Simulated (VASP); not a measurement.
# AlRu (Pm-3m) in VASP: further runs

AlRu is run at these levels: PBEsol; tasks: relaxation of cell and atoms, single point.

Everything below comes from runs of VASP 6.6.1. Logs are shortened: lines on timing, memory, paths and dates and some standing lists are left out, and cuts for length are marked.

**1. The cell of the first run**

Symmetry: Pm-3m, No. 221, cubic system. Conventional cell: a = 2.883 Å, b = 2.883 Å, c = 2.883 Å, α = 90.00°, β = 90.00°, γ = 90.00°. Al (site symmetry m-3m) has 8 Ru at 2.50 Å and 6 Al at 2.88 Å within 3.3 Å. Within 3.3 Å of Ru (site symmetry m-3m) lie 8 Al at 2.50 Å and 6 Ru at 2.88 Å.

**2. Relaxation of cell and atoms, PBEsol, target pressure 25 GPa, at which the enthalpy is minimised**

Contents of INCAR:

```
SYSTEM = AlRu
PREC = Accurate
ENCUT = 600
EDIFF = 1E-7
ISMEAR = 0
SIGMA = 0.1
LREAL = .False.
LASPH = .True.
NELM = 100
ALGO = Fast
ISIF = 3
LWAVE = .False.
LCHARG = .False.
GGA = PS
IBRION = 2
NSW = 70
EDIFFG = -0.008
PSTRESS = 250.0
```

Contents of KPOINTS:

```
Automatic mesh
0
Gamma
  14 14 14
  0 0 0
```

Contents of POSCAR:

```
AlRu
1.0
    2.8828742533      0.0000000000      0.0000000000
    0.0000000000      2.8828742533      0.0000000000
    0.0000000000      0.0000000000      2.8828742533
Al Ru
1 1
Direct
    0.0000000000      0.0000000000      0.0000000000
    0.5000000000      0.5000000000      0.5000000000
```

Potentials or basis: VASP PAW PBE potentials, release 64 (Al, Ru_pv).

Run with:

```bash
$ cat potpaw_PBE.64/Al/POTCAR potpaw_PBE.64/Ru_pv/POTCAR > POTCAR
$ mpirun -np 1 vasp_std > vasp.out
```

OUTCAR:

```text
SYSTEM = AlRu
   PREC = Accurate
   ENCUT = 600
   EDIFF = 1E-7
   ISMEAR = 0
   LREAL = .False.
   LASPH = .True.
   NELM = 100
   ISIF = 3
   GGA = PS
   IBRION = 2
   NSW = 70
   EDIFFG = -0.008
   PSTRESS = 250.0

 ion  position               nearest neighbor table
   1  0.000  0.000  0.000-   2 2.50   2 2.50   2 2.50   2 2.50   2 2.50   2 2.50   2 2.50   2 2.50

   2  0.500  0.500  0.500-   1 2.50   1 2.50   1 2.50   1 2.50   1 2.50   1 2.50   1 2.50   1 2.50

  LATTYP: Found a simple cubic cell.
 ALAT       =     2.8828742533

  Lattice vectors:

 A1 = (   2.8828742533,   0.0000000000,   0.0000000000)
 A2 = (   0.0000000000,   2.8828742533,   0.0000000000)
 A3 = (   0.0000000000,   0.0000000000,   2.8828742533)

Analysis of symmetry for initial positions (statically):
=====================================================================
 Subroutine PRICEL returns:
 Original cell was already a primitive cell.

 Routine SETGRP: Setting up the symmetry group for a
 simple cubic supercell.

 Subroutine GETGRP returns: Found 48 space group operations
 (whereof 48 operations were pure point group operations)
 out of a pool of 48 trial point group operations.

The static configuration has the point symmetry O_h .

Analysis of symmetry for dynamics (positions and initial velocities):
=====================================================================
 Subroutine PRICEL returns:
 Original cell was already a primitive cell.

 Routine SETGRP: Setting up the symmetry group for a
 simple cubic supercell.

 Subroutine GETGRP returns: Found 48 space group operations
 (whereof 48 operations were pure point group operations)
 out of a pool of 48 trial point group operations.

The dynamic configuration has the point symmetry O_h .

 Subroutine INISYM returns: Found 48 space group operations
 (whereof 48 operations are pure point group operations),
 and found     1 'primitive' translations

----------------------------------------------------------------------------------------

                                     Primitive cell

  volume of cell :      23.9595

  direct lattice vectors                    reciprocal lattice vectors
     2.882874253  0.000000000  0.000000000     0.346876038  0.000000000  0.000000000
     0.000000000  2.882874253  0.000000000     0.000000000  0.346876038  0.000000000
     0.000000000  0.000000000  2.882874253     0.000000000  0.000000000  0.346876038

  length of vectors
     2.882874253  2.882874253  2.882874253     0.346876038  0.346876038  0.346876038

  position of ions in fractional coordinates (direct lattice)
     0.000000000  0.000000000  0.000000000
     0.500000000  0.500000000  0.500000000

  ion indices of the primitive-cell ions
   primitive index   ion index
                 1           1
                 2           2

----------------------------------------------------------------------------------------

 KPOINTS: Automatic mesh

Automatic generation of k-mesh.
 Grid dimensions read from file:
 generate k-points for:   14   14   14

 Generating k-lattice:

  Cartesian coordinates                     Fractional coordinates (reciprocal lattice)
     0.024776860  0.000000000  0.000000000     0.071428571  0.000000000  0.000000000
     0.000000000  0.024776860  0.000000000     0.000000000  0.071428571  0.000000000
     0.000000000  0.000000000  0.024776860     0.000000000  0.000000000  0.071428571

  Length of vectors
     0.024776860  0.024776860  0.024776860

  Shift w.r.t. Gamma in fractional coordinates (k-lattice)
     0.000000000  0.000000000  0.000000000

 Subroutine IBZKPT returns following result:
 ===========================================

 Found    120 irreducible k-points:

 Following reciprocal coordinates:
            Coordinates               Weight
  0.000000  0.000000  0.000000      1.000000
  0.071429  0.000000  0.000000      6.000000
  0.142857  0.000000  0.000000      6.000000
  0.214286  0.000000  0.000000      6.000000
  0.285714  0.000000  0.000000      6.000000
  0.357143  0.000000  0.000000      6.000000
[... 16 lines left out ...]
  0.285714  0.214286  0.000000     24.000000
  0.357143  0.214286  0.000000     24.000000
 [... further k-points ...]
   k-points           NKPTS =    120   k-points in BZ     NKDIM =    120   number of bands    NBANDS=     12
   number of dos      NEDOS =    301   number of ions     NIONS =      2
   total plane-waves  NPLWV =  13824
   dimension x,y,z NGX =    24 NGY =   24 NGZ =   24
   dimension x,y,z NGXF=    48 NGYF=   48 NGZF=   48
   ions per type =               1   1
   NGX,Y,Z   is equivalent  to a cutoff of  13.84, 13.84, 13.84 a.u.
   NGXF,Y,Z  is equivalent  to a cutoff of  27.68, 27.68, 27.68 a.u.
 SYSTEM =  AlRu
   PREC   = accura    normal or accurate (medium, high low for compatibility)
   ISTART =      0    job   : 0-new  1-cont  2-samecut
   ICHARG =      2    charge: 1-file 2-atom 10-const
   ISPIN  =      1    spin polarized calculation?
   LNONCOLLINEAR =      F non collinear calculations
   LSORBIT =      F    spin-orbit coupling
   LASPH  =      T    aspherical Exc in radial PAW
   ENCUT  =  600.0 eV  44.10 Ry    6.64 a.u.   5.76  5.76  5.76*2*pi/ulx,y,z
   NELM   =    100;   NELMIN=  2; NELMDL= -5     # of ELM steps
   EDIFF  = 0.1E-06   stopping-criterion for ELM
   LREAL  =      F    real-space projection
   EDIFFG = -.8E-02   stopping-criterion for IOM
   NSW    =     70    number of steps for IOM
   IBRION =      2    ionic relax: 0-MD 1-quasi-New 2-CG
   NFREE  =      1    steps in history (QN), initial steepest desc. (CG)
   ISIF   =      3    stress and relaxation
   ISYM   =      2    0-nonsym 1-usesym 2-fastsym
   POTIM  = 0.5000    time-step for ionic-motion
   TEBEG  =    0.0;   TEEND  =   0.0 temperature during run
   PSTRESS=  250.0 pullay stress
   NELECT =      17.0000    total number of electrons
   NUPDOWN=      -1.0000    fix difference up-down
   EMIN   =  10.00;   EMAX   =-10.00  energy-range for DOS
   EFERMI =   0.00;   METHOD = LEGACY
   ISMEAR =     0;   SIGMA  =   0.10  broadening in eV -4-tet -1-fermi 0-gaus
   EFERMI_NEDOS =   21; number of points for ismear=-14 and -15
   IALGO  =     68    algorithm
   IMIX   =      4    mixing-type and parameters
     AMIX     =   0.40;   BMIX     =  1.00
     AMIX_MAG =   1.60;   BMIX_MAG =  1.00
  volume/ion in A,a.u.               =      11.98        80.84
  Fermi-wavevector in a.u.,A,eV,Ry     =   1.460154  2.759292 29.008312  2.132051
  Thomas-Fermi vector in A             =   2.576637
   LORBIT       =      0    0 simple, 1 ext, 2 COOP (PROOUT), +10 PAW based schemes
   GGA     = PS    functional components
   LHFCALC =     F    Hartree Fock is set to
   AEXX    =    0.0000 exact exchange contribution
   IVDW    =     0    specifies the selected vdW correction
   LEPSILON=     F    determine dielectric tensor
   LRPA    =     F    only Hartree local field effects (RPA)
 conjugate gradient relaxation of ions
 non-spin polarized calculation
 RMM-DIIS sequential band-by-band and
 Gauss-broadening in eV      SIGMA  =   0.10
  energy-cutoff  :      600.00
  volume of cell :       23.96
 maximum number of plane-waves:       840
 NGX is ok and might be reduce to    24
   NGX = 11   NGY = 11   NGZ = 11

--------------------------------------- Ionic step        1  -------------------------------------------

 number of electron      17.0000002 magnetization

 Free energy of the ion-electron system (eV)
  ---------------------------------------------------
  ext. energy  EPLUGINS =         0.00000000
  ---------------------------------------------------
  free energy    TOTEN  =       -15.33746228 eV

  energy without entropy =      -15.32936128  energy(sigma->0) =      -15.33341178

------------------------ aborting loop because EDIFF is reached ----------------------------------------

  FORCE on cell =-STRESS in cart. coord.  units (eV):
  Direction    XX          YY          ZZ          XY          YZ          ZX
  --------------------------------------------------------------------------------------
  -------------------------------------------------------------------------------------
  Total        3.8964314      3.8964314      3.8964314      0.0000000      0.0000000     -0.0000000
  in kB      260.5556635    260.5556635    260.5556635      0.0000000      0.0000000     -0.0000000
  external PRESSURE =      10.5556635 kB  Pullay stress =     250.0000000 kB

 VOLUME and BASIS-vectors are now :
 -----------------------------------------------------------------------------
  energy-cutoff  :      600.00
  volume of cell :       23.96
      direct lattice vectors                 reciprocal lattice vectors
     2.882874253  0.000000000  0.000000000     0.346876038  0.000000000  0.000000000
     0.000000000  2.882874253  0.000000000     0.000000000  0.346876038  0.000000000
     0.000000000  0.000000000  2.882874253     0.000000000  0.000000000  0.346876038
[... 46 lines left out ...]
  FREE ENERGIE OF THE ION-ELECTRON SYSTEM (eV)
  ---------------------------------------------------
  free  energy   TOTEN  =       -15.3789408398 eV

  energy  without entropy=      -15.3707037863  energy(sigma->0) =      -15.37482231

  enthalpy is  TOTEN    =       -11.5974941229 eV   P V=        3.7814467169

--------------------------------------- Ionic step        3  -------------------------------------------

 number of electron      17.0000002 magnetization

 Free energy of the ion-electron system (eV)
  ---------------------------------------------------
  ext. energy  EPLUGINS =         0.00000000
  ---------------------------------------------------
  free energy    TOTEN  =       -15.34963604 eV

  energy without entropy =      -15.34149699  energy(sigma->0) =      -15.34556651

 E-fermi :  12.1947     XC(G=0): -13.2530

 val. band max:       12.1789785856   @ k =   0.0714   0.0714   0.0714
 cond. band min:      12.2062780904   @ k =   0.1429   0.0714   0.0714
 fundamental gap:      0.0272995048
 Fermi energy:        12.1947381439

 k-point     1 :       0.0000    0.0000    0.0000
  band No.  band energies     occupation
      1     -29.5461      2.00000
      2     -29.5461      2.00000
      3     -29.5461      2.00000
      4       1.8662      2.00000
      5       7.9725      2.00000
      6       7.9725      2.00000
      7      12.4226      0.00127
      8      12.4226      0.00127
      9      12.4226      0.00127
     10      18.8139      0.00000
     11      18.8139      0.00000
     12      18.8139      0.00000

 k-point     2 :       0.0714    0.0000    0.0000
  band No.  band energies     occupation
      1     -29.5620      2.00000
      2     -29.5448      2.00000
      3     -29.5448      2.00000
      4       1.9746      2.00000
      5       8.0124      2.00000
      6       8.0203      2.00000
      7      12.2771      0.24398
      8      12.2771      0.24398
      9      12.4372      0.00060
     10      18.3197      0.00000
     11      19.0336      0.00000
     12      19.0336      0.00000
[... 316 lines left out ...]
 k-point    24 :       0.3571    0.2143    0.0000
  band No.  band energies     occupation
      1     -29.7877      2.00000
      2     -29.6432      2.00000
      3     -29.5134      2.00000
      4       4.9362      2.00000
      5       7.7913      2.00000
      6       9.2336      2.00000
      7      10.3380      2.00000
      8      10.8125      2.00000
      9      11.7935      2.00000
     10      15.2586      0.00000
     11      19.2735      0.00000
     12      21.4157      0.00000

 [... further k-points ...]

------------------------ aborting loop because EDIFF is reached ----------------------------------------

  FORCE on cell =-STRESS in cart. coord.  units (eV):
  Direction    XX          YY          ZZ          XY          YZ          ZX
  --------------------------------------------------------------------------------------
  -------------------------------------------------------------------------------------
  Total        3.7521864      3.7521864      3.7521864      0.0000000     -0.0000000      0.0000000
  in kB      250.1120369    250.1120369    250.1120369      0.0000000     -0.0000000      0.0000000
  external PRESSURE =       0.1120369 kB  Pullay stress =     250.0000000 kB

 VOLUME and BASIS-vectors are now :
 -----------------------------------------------------------------------------
  energy-cutoff  :      600.00
  volume of cell :       24.04
      direct lattice vectors                 reciprocal lattice vectors
     2.885936677  0.000000000 -0.000000000     0.346507949 -0.000000000 -0.000000000
     0.000000000  2.885936677 -0.000000000    -0.000000000  0.346507949 -0.000000000
     0.000000000  0.000000000  2.885936677     0.000000000  0.000000000  0.346507949

 POSITION                                       TOTAL-FORCE (eV/Angst)
 -----------------------------------------------------------------------------------
      0.00000      0.00000      0.00000         0.000000     -0.000000      0.000000
      1.44297      1.44297      1.44297        -0.000000      0.000000      0.000000
 -----------------------------------------------------------------------------------
    total drift:                                0.000000     -0.000000     -0.000000

  FREE ENERGIE OF THE ION-ELECTRON SYSTEM (eV)
  ---------------------------------------------------
  free  energy   TOTEN  =       -15.3496360354 eV

  energy  without entropy=      -15.3414969870  energy(sigma->0) =      -15.34556651

  enthalpy is  TOTEN    =       -11.5991304298 eV   P V=        3.7505056056

 reached required accuracy - stopping structural energy minimisation
```

Wall time 72 s (1 thread of Intel Xeon 8259CL, shared host); peak memory 0.18 GiB.

Results:

- Free energy: -15.3496 eV
- Relaxed volume: 12.02 Å³/atom
- Relaxed cell: a = 2.886 Å, b = 2.886 Å, c = 2.886 Å, α = 90.00°, β = 90.00°, γ = 90.00°
- Space group after relaxing (to 0.1 Å): Pm-3m (No. 221)
- Energy change on relaxing (the run minimises the enthalpy): -6.1 meV/atom
- Ionic steps: 3
- Pressure after relaxing: 25.0 GPa
- Band gap on the k mesh: zero (an odd number of electrons rules out a gap without spin polarisation)

The path:
| step | energy change (eV) | largest force (eV/Å) | pressure (GPa) | volume (Å³) |
| --- | --- | --- | --- | --- |
| 1 | 0.0000 | 0.0000 | 26.06 | 23.96 |
| 2 | -0.0415 | 0.0000 | 22.39 | 24.23 |
| 3 | -0.0122 | 0.0000 | 25.01 | 24.04 |

Final structure:
```
Al Ru
1.0
     2.88594    0.00000    0.00000
     0.00000    2.88594    0.00000
     0.00000    0.00000    2.88594
Al Ru
1 1
Direct
  0.00000 0.00000 0.00000
  0.50000 0.50000 0.50000
```

Caveat: the cell is relaxed towards a set pressure, so the run minimises the enthalpy, not the energy; the PAW data sets were made with another functional, which shifts forces and pressure a little.

(Part 1 of 2 ends here.)
